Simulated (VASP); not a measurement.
A run of VASP 6.6.1 is set up as follows.

Contents of INCAR:

```
ALGO = Normal ; EDIFF = 1E-7
ENCUT = 520 ; ISIF = 2
ISMEAR = 0 ; LASPH = True
LCHARG = False ; LREAL = False
LWAVE = False ; NBANDS = 28
NELM = 60 ; PREC = Accurate
SIGMA = 0.05
```

KPOINTS

```
k-points
0
Gamma
  6 6 6
```

File POSCAR:

```
Ca3SbP
1.0
    5.3829083819      0.0000000000      0.0000000000
    0.0000000000      5.3829083819      0.0000000000
    0.0000000000      0.0000000000      5.3829083819
Ca Sb P
3 1 1
Direct
   -0.0057413859      0.5000000000      0.5000000000
    0.4771498990      0.0000000000      0.5000000000
    0.4771498990      0.5000000000      0.0000000000
    0.0175527343      0.0000000000      0.0000000000
    0.4975610011      0.5000000000      0.5000000000
```

Potentials or basis: VASP PAW LDA potentials, release 64 (Ca_sv, Sb, P).

Launch:

```sh
$ cat potpaw_LDA.64/Ca_sv/POTCAR potpaw_LDA.64/Sb/POTCAR potpaw_LDA.64/P/POTCAR > POTCAR
$ mpirun -np 1 vasp_std > vasp.out
```

(1) Estimate the largest force.

(2) Estimate the band gap on the k mesh.

(3) What does it give for the pressure?

## Answers

(1) 0.095 eV/Å.

(2) 0.60 eV.

(3) -2.6 GPa.

Caveat: the cell differs from its parent crystal (atoms displaced along a vibrational mode, the cell strained); spin-orbit coupling is left out, which moves the levels of the heavy elements.
